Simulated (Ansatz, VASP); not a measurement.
## One calculation of AlIn2As3, two programs

```
CELL_PARAMETERS angstrom
4.26282 0.00000 0.00000
-2.13141 3.69171 0.00000
0.00000 0.00000 10.46252
ATOMIC_POSITIONS crystal
Al 0.33333 0.66667 0.66654
In 0.00000 0.00000 0.99430
In 0.66667 0.33333 0.34042
As 0.33333 0.66667 0.90296
As 0.66667 0.33333 0.59696
As 0.00000 0.00000 0.24882
```

Alike in both runs: functional PBE; k mesh 12 × 12 × 4; occupations gaussian, width 0.1 eV; no spin polarisation.

Ansatz relaxed the structure, and its values are those at the end. VASP's run is a single point on that final structure, the one shown.

|  | VASP | Ansatz |
| --- | --- | --- |
| version | VASP 6.6.1 | Ansatz 0.2.0 |
| potentials or method | VASP PAW PBE potentials, release 64 (Al, In_d, As), cutoff 520 eV | scalar-relativistic, plane waves, PAW |
| valence electrons in the cell | 44 | 74 |

```csv
,VASP,Ansatz,Ansatz less VASP
gap on the k mesh at the Fermi level (eV),none,none,-
pressure (GPa),0.1,0.0,-0.07
```

A gap of «none» marks a metal or a gap that the smearing closes. The functional is the same, so the differences come from potentials, cutoffs and numerics. VASP's potentials hold 44 valence electrons a cell and Ansatz's 74, so a difference there can come from the potentials and not from the codes.
